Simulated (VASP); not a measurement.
# CdSe (C2) in VASP: notebook

CdSe is run at these levels: PBE; tasks: single point.

Everything below comes from runs of VASP 6.6.1. Logs are shortened: lines on timing, memory, paths and dates and some standing lists are left out, and cuts for length are marked.

### 1 The cell of the first run

Symmetry: C2, No. 5, monoclinic system. Conventional cell: a = 5.311 Å, b = 6.197 Å, c = 3.586 Å, α = 90.00°, β = 122.37°, γ = 90.00°. Cd (site symmetry 2) has 4 Se at 2.37 to 2.75 Å within 3.1 Å. Se (site symmetry 2) has 4 Cd at 2.37 to 2.75 Å within 3.1 Å.

### 2 Single point, PBE (engineering shear strain xz -0.2200, normal strain along z -0.1500)

INCAR reads:

```
PREC = Accurate
ENCUT = 520
EDIFF = 1E-7
ISMEAR = 0
SIGMA = 0.05
LREAL = F
LASPH = T
NELM = 60
ALGO = Normal
ISIF = 2
LWAVE = F
LCHARG = F
GGA = PE
NBANDS = 16
```

KPOINTS reads:

```
regular mesh
0
Gamma
  10 10 10
```

POSCAR reads:

```
CdSe
1.0
   -0.3408256141      2.6336524725      3.0984146735
    3.0984146735     -0.3408256141      3.0984146735
    2.7575890594      2.2928268584      0.0000000000
Cd Se
1 1
Direct
    0.0000000000      0.0000000000      0.0000000000
    0.7500000000      0.7500000000      0.7500000000
```

Potentials or basis: VASP PAW PBE potentials, release 64 (Cd, Se).

The run is started by

```sh
cat potpaw_PBE.64/Cd/POTCAR potpaw_PBE.64/Se/POTCAR > POTCAR
mpirun -np 1 vasp_std > vasp.out
```

OUTCAR:

```text
PREC = Accurate
   ENCUT = 520
   EDIFF = 1E-7
   ISMEAR = 0
   LREAL = F
   LASPH = T
   NELM = 60
   ISIF = 2
   GGA = PE

 ion  position               nearest neighbor table
   1  0.000  0.000  0.000-   2 2.37   2 2.37   2 2.75   2 2.75
   2  0.750  0.750  0.750-   1 2.37   1 2.37   1 2.75   1 2.75

  LATTYP: Found a base centered monoclinic cell.
 ALAT       =     5.3112286507
 B/A-ratio  =     1.1667412108
 C/A-ratio  =     0.6752247007
 COS(beta)  =    -0.5353614071

  Lattice vectors:

 A1 = (   0.3408256141,  -2.6336524725,   3.0984146735)
 A2 = (   0.3408256141,  -2.6336524725,  -3.0984146735)
 A3 = (   2.7575890594,   2.2928268584,   0.0000000000)

Analysis of symmetry for initial positions (statically):
=====================================================================
 Subroutine PRICEL returns:
 Original cell was already a primitive cell.

 Routine SETGRP: Setting up the symmetry group for a
 base centered monoclinic supercell.

 Subroutine GETGRP returns: Found  2 space group operations
 (whereof  2 operations were pure point group operations)
 out of a pool of  4 trial point group operations.

The static configuration has the point symmetry C_2 .

Analysis of symmetry for dynamics (positions and initial velocities):
=====================================================================
 Subroutine PRICEL returns:
 Original cell was already a primitive cell.

 Routine SETGRP: Setting up the symmetry group for a
 base centered monoclinic supercell.

 Subroutine GETGRP returns: Found  2 space group operations
 (whereof  2 operations were pure point group operations)
 out of a pool of  4 trial point group operations.

The dynamic configuration has the point symmetry C_2 .

 Subroutine INISYM returns: Found  2 space group operations
 (whereof  2 operations are pure point group operations),
 and found     1 'primitive' translations

----------------------------------------------------------------------------------------

                                     Primitive cell

  volume of cell :      49.8472

  direct lattice vectors                    reciprocal lattice vectors
    -0.340825614  2.633652473  3.098414674    -0.142518090  0.171406892  0.161372848
     3.098414674 -0.340825614  3.098414674     0.142518090 -0.171406892  0.161372848
     2.757589059  2.292826858  0.000000000     0.184888333  0.213777135 -0.161372848

  length of vectors
     4.080742694  4.395055071  3.586272776     0.275196157  0.275196157  0.325462064

  position of ions in fractional coordinates (direct lattice)
     0.000000000  0.000000000  0.000000000
     0.750000000  0.750000000  0.750000000

  ion indices of the primitive-cell ions
   primitive index   ion index
                 1           1
                 2           2

----------------------------------------------------------------------------------------

 KPOINTS: regular mesh

Automatic generation of k-mesh.
 Grid dimensions read from file:
 generate k-points for:   10   10   10

 Generating k-lattice:

  Cartesian coordinates                     Fractional coordinates (reciprocal lattice)
    -0.014251809  0.017140689  0.016137285     0.100000000  0.000000000  0.000000000
     0.014251809 -0.017140689  0.016137285     0.000000000  0.100000000  0.000000000
     0.018488833  0.021377713 -0.016137285     0.000000000  0.000000000  0.100000000

  Length of vectors
     0.027519616  0.027519616  0.032546206

  Shift w.r.t. Gamma in fractional coordinates (k-lattice)
     0.000000000  0.000000000  0.000000000

 Subroutine IBZKPT returns following result:
 ===========================================

 Found    282 irreducible k-points:

 Following reciprocal coordinates:
            Coordinates               Weight
  0.000000  0.000000  0.000000      1.000000
  0.100000  0.000000 -0.000000      4.000000
  0.200000  0.000000 -0.000000      4.000000
  0.300000  0.000000 -0.000000      4.000000
  0.400000  0.000000 -0.000000      4.000000
  0.500000  0.000000 -0.000000      2.000000
[... 16 lines left out ...]
  0.300000  0.300000  0.000000      2.000000
  0.400000  0.300000 -0.000000      4.000000
 [... further k-points ...]
   k-points           NKPTS =    282   k-points in BZ     NKDIM =    282   number of bands    NBANDS=     16
   number of dos      NEDOS =    301   number of ions     NIONS =      2
   total plane-waves  NPLWV =  30240
   dimension x,y,z NGX =    30 NGY =   36 NGZ =   28
   dimension x,y,z NGXF=    60 NGYF=   72 NGZF=   56
   ions per type =               1   1
   NGX,Y,Z   is equivalent  to a cutoff of  12.22, 13.62, 12.98 a.u.
   NGXF,Y,Z  is equivalent  to a cutoff of  24.44, 27.23, 25.96 a.u.
 SYSTEM =  unknown system
   PREC   = accura    normal or accurate (medium, high low for compatibility)
   ISTART =      0    job   : 0-new  1-cont  2-samecut
   ICHARG =      2    charge: 1-file 2-atom 10-const
   ISPIN  =      1    spin polarized calculation?
   LNONCOLLINEAR =      F non collinear calculations
   LSORBIT =      F    spin-orbit coupling
   LASPH  =      T    aspherical Exc in radial PAW
   ENCUT  =  520.0 eV  38.22 Ry    6.18 a.u.   7.59  8.17  6.67*2*pi/ulx,y,z
   NELM   =     60;   NELMIN=  2; NELMDL= -5     # of ELM steps
   EDIFF  = 0.1E-06   stopping-criterion for ELM
   LREAL  =      F    real-space projection
   EDIFFG = 0.1E-05   stopping-criterion for IOM
   NSW    =      0    number of steps for IOM
   IBRION =     -1    ionic relax: 0-MD 1-quasi-New 2-CG
   NFREE  =      0    steps in history (QN), initial steepest desc. (CG)
   ISIF   =      2    stress and relaxation
   ISYM   =      2    0-nonsym 1-usesym 2-fastsym
   POTIM  = 0.5000    time-step for ionic-motion
   TEBEG  =    0.0;   TEEND  =   0.0 temperature during run
   PSTRESS=    0.0 pullay stress
   NELECT =      18.0000    total number of electrons
   NUPDOWN=      -1.0000    fix difference up-down
   EMIN   =  10.00;   EMAX   =-10.00  energy-range for DOS
   EFERMI =   0.00;   METHOD = LEGACY
   ISMEAR =     0;   SIGMA  =   0.05  broadening in eV -4-tet -1-fermi 0-gaus
   EFERMI_NEDOS =   21; number of points for ismear=-14 and -15
   IALGO  =     38    algorithm
   IMIX   =      4    mixing-type and parameters
     AMIX     =   0.40;   BMIX     =  1.00
     AMIX_MAG =   1.60;   BMIX_MAG =  1.00
  volume/ion in A,a.u.               =      24.92       168.19
  Fermi-wavevector in a.u.,A,eV,Ry     =   1.165786  2.203016 18.491084  1.359056
  Thomas-Fermi vector in A             =   2.302307
   LORBIT       =      0    0 simple, 1 ext, 2 COOP (PROOUT), +10 PAW based schemes
   GGA     = PE    functional components
   LHFCALC =     F    Hartree Fock is set to
   AEXX    =    0.0000 exact exchange contribution
   IVDW    =     0    specifies the selected vdW correction
   LEPSILON=     F    determine dielectric tensor
   LRPA    =     F    only Hartree local field effects (RPA)
 non-spin polarized calculation
 Gauss-broadening in eV      SIGMA  =   0.05
  energy-cutoff  :      520.00
  volume of cell :       49.85
 maximum number of plane-waves:      1359
   NGX = 15   NGY = 17   NGZ = 13

 number of electron      18.0000001 magnetization

 Free energy of the ion-electron system (eV)
  ---------------------------------------------------
  ext. energy  EPLUGINS =         0.00000000
  ---------------------------------------------------
  free energy    TOTEN  =        -4.54072381 eV

  energy without entropy =       -4.54066382  energy(sigma->0) =       -4.54069381

 E-fermi :   2.6935     XC(G=0):  -9.4604

 val. band max:        2.6391660899   @ k =   0.1000   0.0000  -0.0000
 cond. band min:       2.7161795164   @ k =   0.0000   0.0000   0.0000
 fundamental gap:      0.0770134265
 Fermi energy:         2.6934538157

 k-point     1 :       0.0000    0.0000    0.0000
  band No.  band energies     occupation
      1     -11.4715      2.00000
      2      -6.6201      2.00000
      3      -6.5995      2.00000
      4      -6.4235      2.00000
      5      -6.0647      2.00000
      6      -5.9656      2.00000
[... 8 lines left out ...]
     15      12.2638      0.00000
     16      13.6617      0.00000

 k-point     2 :       0.1000    0.0000   -0.0000
  band No.  band energies     occupation
      1     -11.4372      2.00000
      2      -6.6158      2.00000
      3      -6.5869      2.00000
      4      -6.4000      2.00000
      5      -6.0586      2.00000
      6      -5.9649      2.00000
[... 8 lines left out ...]
     15      13.0093      0.00000
     16      13.4071      0.00000

 k-point     3 :       0.2000    0.0000   -0.0000
  band No.  band energies     occupation
      1     -11.3458      2.00000
      2      -6.6021      2.00000
      3      -6.5603      2.00000
      4      -6.3213      2.00000
      5      -6.0390      2.00000
      6      -5.9612      2.00000
[... 8 lines left out ...]
     15      13.1324      0.00000
     16      14.3288      0.00000

 k-point     4 :       0.3000    0.0000   -0.0000
  band No.  band energies     occupation
      1     -11.2301      2.00000
      2      -6.5850      2.00000
      3      -6.5352      2.00000
      4      -6.1861      2.00000
      5      -6.0029      2.00000
      6      -5.9436      2.00000
[... 8 lines left out ...]
     15      13.1512      0.00000
     16      14.6282      0.00000
[... 324 lines left out ...]
 k-point    22 :      -0.2000    0.2000    0.0000
  band No.  band energies     occupation
      1     -11.2012      2.00000
      2      -6.5887      2.00000
      3      -6.5092      2.00000
      4      -6.2116      2.00000
      5      -5.9810      2.00000
      6      -5.9025      2.00000
[... 8 lines left out ...]
     15      13.5771      0.00000
     16      13.9998      0.00000

 k-point    23 :       0.3000    0.3000    0.0000
  band No.  band energies     occupation
      1     -11.0943      2.00000
      2      -6.5197      2.00000
      3      -6.4645      2.00000
      4      -6.1531      2.00000
      5      -6.0116      2.00000
      6      -5.9184      2.00000
[... 8 lines left out ...]
     15      13.8558      0.00000
     16      16.6533      0.00000

 k-point    24 :       0.4000    0.3000   -0.0000
  band No.  band energies     occupation
      1     -11.0118      2.00000
      2      -6.5038      2.00000
      3      -6.4453      2.00000
      4      -6.0901      2.00000
      5      -5.9725      2.00000
      6      -5.8383      2.00000
[... 8 lines left out ...]
     15      14.2330      0.00000
     16      16.1857      0.00000

 [... further k-points ...]
[... 5 lines left out ...]
  --------------------------------------------------------------------------------------
  -------------------------------------------------------------------------------------
  Total        5.3975648      4.5485153      5.3207489      5.2829934      0.0000000      0.0000000
  in kB      173.4872811    146.1973270    171.0182815    169.8047534      0.0000000      0.0000000
  external PRESSURE =     163.5676299 kB  Pullay stress =       0.0000000 kB

 VOLUME and BASIS-vectors are now :
 -----------------------------------------------------------------------------
  energy-cutoff  :      520.00
  volume of cell :       49.85
      direct lattice vectors                 reciprocal lattice vectors
    -0.340825614  2.633652473  3.098414674    -0.142518090  0.171406892  0.161372848
     3.098414674 -0.340825614  3.098414674     0.142518090 -0.171406892  0.161372848
     2.757589059  2.292826858  0.000000000     0.184888333  0.213777135 -0.161372848

 POSITION                                       TOTAL-FORCE (eV/Angst)
 -----------------------------------------------------------------------------------
      0.00000      0.00000      0.00000         0.000000      0.000000      3.066550
      4.13638      3.43924      4.64762        -0.000000     -0.000000     -3.066550
 -----------------------------------------------------------------------------------
    total drift:                               -0.000002      0.000005      0.000047

  FREE ENERGIE OF THE ION-ELECTRON SYSTEM (eV)
  ---------------------------------------------------
  free  energy   TOTEN  =        -4.5407238136 eV

  energy  without entropy=       -4.5406638152  energy(sigma->0) =       -4.54069381
```

Wall time 1.7 min (1 thread of Intel Xeon 6975P-C (Granite Rapids), shared host); peak memory 0.36 GiB.

Results:

```
Free energy            : -4.5407 eV
Pressure               : 16.4 GPa
Largest force          : 3.067 eV/Å
Band gap on the k mesh : 0.08 eV (least direct gap 0.19 eV)
```

Forces in eV/Å, atoms in the order of the input:
```
Cd   0.000  0.000  3.067
Se   0.000  0.000 -3.067
```

Stress tensor (GPa, compression positive):
```
17.35 16.98  0.00
16.98 14.62  0.00
 0.00  0.00 17.10
```

Levels at points of the mesh, in eV from the valence-band top:
```csv
k point,band 6,band 7,band 8,band 9,band 10,band 11,band 12,band 13
"(0.00, 0.00, 0.00)",-8.60,-1.27,-1.06,-0.11,0.08,3.85,6.01,7.58
"(0.50, 0.00, 0.00)",-8.39,-5.71,-1.69,-0.48,1.83,5.71,6.59,8.42
"(0.50, 0.50, 0.00)",-8.30,-5.58,-3.57,-1.16,1.60,5.09,8.30,9.16
"(0.00, 0.00, 0.50)",-8.15,-5.65,-2.37,-1.46,1.24,5.01,5.91,7.36
"(0.50, 0.00, 0.50)",-7.95,-4.73,-3.34,-3.07,2.00,2.15,8.00,8.89
"(0.00, 0.50, 0.50)",-8.30,-5.58,-2.57,-2.38,2.59,3.76,7.29,8.79
```

Caveat: the cell differs from its parent crystal (engineering shear strain xz -0.2200, normal strain along z -0.1500); the cell stands under pressure; semilocal functionals underestimate gaps, and a narrow one can read as zero; forces of over 1 eV/Å act on the atoms, so gaps and moduli don't describe the material at rest. A k mesh can miss the band edges.

(Part 1 of 2 ends here.)
